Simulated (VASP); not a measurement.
Slab: C, a slab with vacuum.

```
CELL_PARAMETERS angstrom
2.45617 0.00000 0.00000
-1.22809 2.12711 0.00000
0.00000 0.00000 8.52380
ATOMIC_POSITIONS crystal
C 0.33333 0.66667 0.00000
C 0.66667 0.33333 0.00000
```

Base run:

```yaml
Program: VASP 6.6.1
Functional: PBEsol
Potentials_or_basis: VASP PAW PBE potentials, release 64 (C)
Cutoff: 520 eV
k_mesh: 8 × 8 × 2
Occupations: methfessel-paxton, width 0.1 eV
Spin: no spin polarisation
```

Its results: band gap on the k mesh 1.99 eV, direct.

Task: After a change of settings the same cell gave: band gap on the k mesh zero (filled and empty bands touch). Which change was it?
A. k mesh from 8 × 8 × 2 to 4 × 4 × 1; further incar settings from ALGO = Normal; EDIFF = 1e-07; NBANDS = 11 to ALGO = Normal; EDIFF = 1e-06; NBANDS = 11
B. k mesh from 8 × 8 × 2 to 6 × 6 × 2
C. k mesh from 8 × 8 × 2 to 5 × 5 × 2

Result: B.

Caveats: some runs use coarse meshes.
